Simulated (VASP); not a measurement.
# Bi2Te3 (P1) in VASP: single point with PBE

Aim: the single point of Bi2Te3 with PBE.

All numbers are computed with VASP 6.6.1; they aren't measurements. Logs are shortened: lines on timing, memory, paths and dates and some standing lists are left out, and cuts for length are marked.

**1. The cell of the first run**

The typed cell holds 5 atoms: a = 10.197 Å, b = 10.293 Å, c = 10.318 Å, α = 24.97°, β = 24.64°, γ = 24.90°.

**2. Single point, PBE (equal xy, yz and zx shear strains of -2 %)**

INCAR

```
PREC = Accurate
ENCUT = 520
EDIFF = 1E-6
ISMEAR = -1
SIGMA = 0.08
LREAL = False
LASPH = True
NELM = 100
ALGO = Normal
ISIF = 2
LWAVE = False
LCHARG = False
GGA = PE
NBANDS = 32
KPAR = 4
```

KPOINTS

```
regular mesh
0
Gamma
  8 8 8
```

POSCAR

```
Bi2Te3
1.0
    2.0962837660      1.1535270809      9.9118341995
   -2.3207187418      1.1976971059      9.9560042246
   -0.0739651241     -2.6496242869      9.9721715759
Bi Te
2 3
Direct
    0.8120000000      0.8120000000      0.8120000000
    0.4020000000      0.4020000000      0.4020000000
    0.6110000000      0.6110000000      0.6110000000
    0.2000000000      0.2000000000      0.2000000000
    0.0000000000      0.0000000000      0.0000000000
```

Potentials or basis: VASP PAW PBE potentials, release 64 (Bi_d, Te).

Command:

```sh
> cat potpaw_PBE.64/Bi_d/POTCAR potpaw_PBE.64/Te/POTCAR > POTCAR
> mpirun -np 4 vasp_std > vasp.out
```

OUTCAR:

```text
PREC = Accurate
   ENCUT = 520
   EDIFF = 1E-6
   ISMEAR = -1
   LREAL = False
   LASPH = True
   NELM = 100
   ISIF = 2
   GGA = PE

 ion  position               nearest neighbor table
   1  0.812  0.812  0.812-   4 3.00   4 3.04   4 3.05   2 3.39   2 3.43   2 3.46
   2  0.402  0.402  0.402-   5 3.24   5 3.28   5 3.30   1 3.39   1 3.43   1 3.46
   3  0.611  0.611  0.611-   5 3.02   5 3.05   5 3.06   4 3.41   4 3.45   4 3.48
   4  0.200  0.200  0.200-   1 3.00   1 3.04   1 3.05   3 3.41   3 3.45   3 3.48
   5  0.000  0.000  0.000-   3 3.02   3 3.05   3 3.06   2 3.24   2 3.28   2 3.30

  LATTYP: Found a triclinic cell.
 ALAT       =     4.4174441860
 B/A-ratio  =     1.0085784349
 C/A-ratio  =     2.3082448792
 COS(alpha) =     0.0095113541
 COS(beta)  =     0.1947161538
 COS(gamma) =     0.5128311706

  Lattice vectors:

 A1 = (  -4.4170025078,   0.0441700250,   0.0441700251)
 A2 = (  -2.2467536177,   3.8473213928,  -0.0161673513)
 A3 = (  -2.0962837660,  -1.1535270809,  -9.9118341995)

Analysis of symmetry for initial positions (statically):
=====================================================================
 Subroutine PRICEL returns:
 Original cell was already a primitive cell.

 Routine SETGRP: Setting up the symmetry group for a
 triclinic supercell.

 Subroutine GETGRP returns: Found  1 space group operations
 (whereof  1 operations were pure point group operations)
 out of a pool of  2 trial point group operations.

The static configuration has the point symmetry C_1 .

Analysis of symmetry for dynamics (positions and initial velocities):
=====================================================================
 Subroutine PRICEL returns:
 Original cell was already a primitive cell.

 Routine SETGRP: Setting up the symmetry group for a
 triclinic supercell.

 Subroutine GETGRP returns: Found  1 space group operations
 (whereof  1 operations were pure point group operations)
 out of a pool of  2 trial point group operations.

The dynamic configuration has the point symmetry C_1 .

 Subroutine INISYM returns: Found  1 space group operations
 (whereof  1 operations are pure point group operations),
 and found     1 'primitive' translations

----------------------------------------------------------------------------------------

                                     Primitive cell

[... 89 lines left out ...]
   ICHARG =      2    charge: 1-file 2-atom 10-const
   ISPIN  =      1    spin polarized calculation?
   LNONCOLLINEAR =      F non collinear calculations
   LSORBIT =      F    spin-orbit coupling
   LASPH  =      T    aspherical Exc in radial PAW
   ENCUT  =  520.0 eV  38.22 Ry    6.18 a.u.  18.96 19.14 19.19*2*pi/ulx,y,z
   NELM   =    100;   NELMIN=  2; NELMDL= -5     # of ELM steps
   EDIFF  = 0.1E-05   stopping-criterion for ELM
   LREAL  =      F    real-space projection
   EDIFFG = 0.1E-04   stopping-criterion for IOM
   NSW    =      0    number of steps for IOM
   IBRION =     -1    ionic relax: 0-MD 1-quasi-New 2-CG
   NFREE  =      0    steps in history (QN), initial steepest desc. (CG)
   ISIF   =      2    stress and relaxation
   ISYM   =      2    0-nonsym 1-usesym 2-fastsym
   POTIM  = 0.5000    time-step for ionic-motion
   TEBEG  =    0.0;   TEEND  =   0.0 temperature during run
   PSTRESS=    0.0 pullay stress
   NELECT =      48.0000    total number of electrons
   NUPDOWN=      -1.0000    fix difference up-down
   EMIN   =  10.00;   EMAX   =-10.00  energy-range for DOS
   EFERMI =   0.00;   METHOD = LEGACY
   ISMEAR =    -1;   SIGMA  =   0.08  broadening in eV -4-tet -1-fermi 0-gaus
   EFERMI_NEDOS =   21; number of points for ismear=-14 and -15
   IALGO  =     38    algorithm
   IMIX   =      4    mixing-type and parameters
     AMIX     =   0.40;   BMIX     =  1.00
     AMIX_MAG =   1.60;   BMIX_MAG =  1.00
  volume/ion in A,a.u.               =      33.60       226.76
  Fermi-wavevector in a.u.,A,eV,Ry     =   1.078229  2.037558 15.817837  1.162578
  Thomas-Fermi vector in A             =   2.214162
   LORBIT       =      0    0 simple, 1 ext, 2 COOP (PROOUT), +10 PAW based schemes
   GGA     = PE    functional components
   LHFCALC =     F    Hartree Fock is set to
   AEXX    =    0.0000 exact exchange contribution
   IVDW    =     0    specifies the selected vdW correction
   LEPSILON=     F    determine dielectric tensor
   LRPA    =     F    only Hartree local field effects (RPA)
 non-spin polarized calculation
  energy-cutoff  :      520.00
  volume of cell :      168.01
 maximum number of plane-waves:      4544
 NGX is ok and might be reduce to    80
   NGX = 37   NGY = 39   NGZ = 39

 number of electron      48.0000001 magnetization

 Free energy of the ion-electron system (eV)
  ---------------------------------------------------
  ext. energy  EPLUGINS =         0.00000000
  ---------------------------------------------------
  free energy    TOTEN  =       -16.90855108 eV

  energy without entropy =      -16.87274247  energy(sigma->0) =      -16.89064677

 E-fermi :   6.4770     XC(G=0):  -9.4047

 val. band max:        6.4763748566   @ k =  -0.2500   0.2500  -0.0000
 cond. band min:       6.4782705134   @ k =   0.2500  -0.1250   0.3750
 fundamental gap:      0.0018956567
 Fermi energy:         6.4769695455

 k-point     1 :       0.0000    0.0000    0.0000
  band No.  band energies     occupation
      1     -16.6878      2.00000
      2     -16.6863      2.00000
      3     -16.6620      2.00000
      4     -16.6576      2.00000
      5     -16.6540      2.00000
      6     -16.1022      2.00000
[... 829 lines left out ...]
     31      10.4931      0.00000
     32      11.4945      0.00000

 [... further k-points ...]
[... 5 lines left out ...]
  --------------------------------------------------------------------------------------
  -------------------------------------------------------------------------------------
  Total        1.6198373      2.5272199      1.1034455     -0.0526746      0.7806413      0.3131859
  in kB       15.4471913     24.1002288     10.5227447     -0.5023184      7.4443994      2.9866228
  external PRESSURE =      16.6900549 kB  Pullay stress =       0.0000000 kB

 VOLUME and BASIS-vectors are now :
 -----------------------------------------------------------------------------
  energy-cutoff  :      520.00
  volume of cell :      168.01
      direct lattice vectors                 reciprocal lattice vectors
     2.096283766  1.153527081  9.911834199     0.228102778  0.133363171  0.037126713
    -2.320718742  1.197697106  9.956004225    -0.224784473  0.128788553  0.032552094
    -0.073965124 -2.649624287  9.972171576    -0.002302583 -0.261136002  0.030877667

 POSITION                                       TOTAL-FORCE (eV/Angst)
 -----------------------------------------------------------------------------------
     -0.24230     -0.24230     24.23009        -0.046209     -0.109386     -0.863193
     -0.11996     -0.11996     11.99568         0.026801      0.033800     -0.422990
     -0.18232     -0.18232     18.23225        -0.001305     -0.039076     -0.723118
     -0.05968     -0.05968      5.96800         0.051671      0.137394      0.810397
      0.00000      0.00000      0.00000        -0.030958     -0.022732      1.198904
 -----------------------------------------------------------------------------------
    total drift:                               -0.000033     -0.000165     -0.000408

  FREE ENERGIE OF THE ION-ELECTRON SYSTEM (eV)
  ---------------------------------------------------
  free  energy   TOTEN  =       -16.9085510775 eV

  energy  without entropy=      -16.8727424690  energy(sigma->0) =      -16.89064677
```

OSZICAR:

```text
N       E                     dE             d eps       ncg     rms          rms(c)
DAV:   1     0.435272971609E+03    0.43527E+03   -0.21652E+04 16640   0.145E+03
DAV:   2     0.286736911086E+02   -0.40660E+03   -0.39109E+03 17264   0.379E+02
DAV:   3    -0.150138770750E+02   -0.43688E+02   -0.41813E+02 21176   0.136E+02
DAV:   4    -0.168636405118E+02   -0.18498E+01   -0.18392E+01 18768   0.302E+01
DAV:   5    -0.169490238104E+02   -0.85383E-01   -0.85371E-01 24440   0.641E+00    0.131E+01
DAV:   6    -0.168996646638E+02    0.49359E-01   -0.79640E-02 20096   0.553E+00    0.826E+00
DAV:   7    -0.169099845414E+02   -0.10320E-01   -0.85861E-02 19704   0.185E+00    0.660E-01
DAV:   8    -0.169085843271E+02    0.14002E-02   -0.68309E-03 18752   0.607E-01    0.489E-01
DAV:   9    -0.169085946886E+02   -0.10361E-04   -0.12745E-03 20576   0.325E-01    0.243E-01
DAV:  10    -0.169085534841E+02    0.41204E-04   -0.40086E-04 20920   0.145E-01    0.702E-02
DAV:  11    -0.169085506323E+02    0.28518E-05   -0.72794E-05 18728   0.464E-02    0.163E-02
DAV:  12    -0.169085506205E+02    0.11864E-07   -0.10666E-05 19992   0.214E-02    0.908E-03
DAV:  13    -0.169085510775E+02   -0.45710E-06   -0.21838E-06 14720   0.983E-03
   1 F= -.16908551E+02 E0= -.16890647E+02  d E =-.358086E-01
```

stdout:

```text
POSCAR found type information on POSCAR BiTe
 POSCAR found :  2 types and       5 ions
 scaLAPACK will be used
 LDA part: xc-table for (Slater+PW92), standard interpolation
 POSCAR, INCAR and KPOINTS ok, starting setup
 FFT: planning ... GRIDC
 FFT: planning ... GRID_SOFT
 FFT: planning ... GRID
 WAVECAR not read
 entering main loop
```

Run time: 18 min. Hardware: 4 MPI ranks of Intel Xeon Platinum 8488C (Sapphire Rapids), shared host; peak memory 1.8 GiB.

Results:

| Quantity | Value |
| --- | --- |
| Free energy | -16.9086 eV |
| Pressure | 1.7 GPa |
| Largest force | 1.200 eV/Å |
| Band gap on the k mesh | zero (bands 24 and 25 overlap by 0.30 eV) |

Forces in eV/Å, atoms in the order of the input:
```
Bi  -0.046 -0.109 -0.863
Bi   0.027  0.034 -0.423
Te  -0.001 -0.039 -0.723
Te   0.052  0.137  0.810
Te  -0.031 -0.023  1.199
```

Stress tensor (GPa, compression positive):
```
 1.54 -0.05  0.30
-0.05  2.41  0.74
 0.30  0.74  1.05
```

Caveat: the cell differs from its parent crystal (equal xy, yz and zx shear strains of -2 %); spin-orbit coupling is left out, which moves the levels of the heavy elements; forces of over 1 eV/Å act on the atoms, so gaps and moduli don't describe the material at rest.
